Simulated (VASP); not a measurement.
A run of VASP 6.6.1 is set up as follows.

INCAR

```
SYSTEM = ZnS
PREC = Accurate
ENCUT = 520
EDIFF = 1E-6
ISMEAR = 0
SIGMA = 0.05
LREAL = .FALSE.
LASPH = .TRUE.
NELM = 100
ALGO = Normal
ISIF = 2
LWAVE = .FALSE.
LCHARG = .TRUE.
GGA = PE
LELF = .TRUE.
LVHAR = .TRUE.
NBANDS = 26
```

Contents of KPOINTS:

```
Automatic mesh
0
G
  9 9 4
  0 0 0
```

The input POSCAR:

```
ZnS
1.0
    3.7637158910      0.0000000000      0.0000000000
   -1.8818579455      3.2594735743      0.0000000000
    0.0000000000      0.0000000000      6.5808572354
Zn S
2 2
Direct
    0.3333333333      0.6666666667      0.0052003725
    0.6666666667      0.3333333333      0.5052003725
    0.3333333333      0.6666666667      0.3930140371
    0.6666666667      0.3333333333      0.8930140371
```

Potentials or basis: VASP PAW PBE potentials, release 64 (Zn, S).

Command:

```console
$ cat potpaw_PBE.64/Zn/POTCAR potpaw_PBE.64/S/POTCAR > POTCAR
$ mpirun -np 1 vasp_std > vasp.out
```

Q: Estimate the largest force.

A: 0.527 eV/Å.

Q: Estimate the pressure.

A: 1.6 GPa.

Q: What does it give for the band gap on the k mesh?

A: 2.02 eV.

Stress tensor (GPa, compression positive):
```
 4.57  0.00  0.00
 0.00  4.57  0.00
 0.00  0.00 -4.41
```
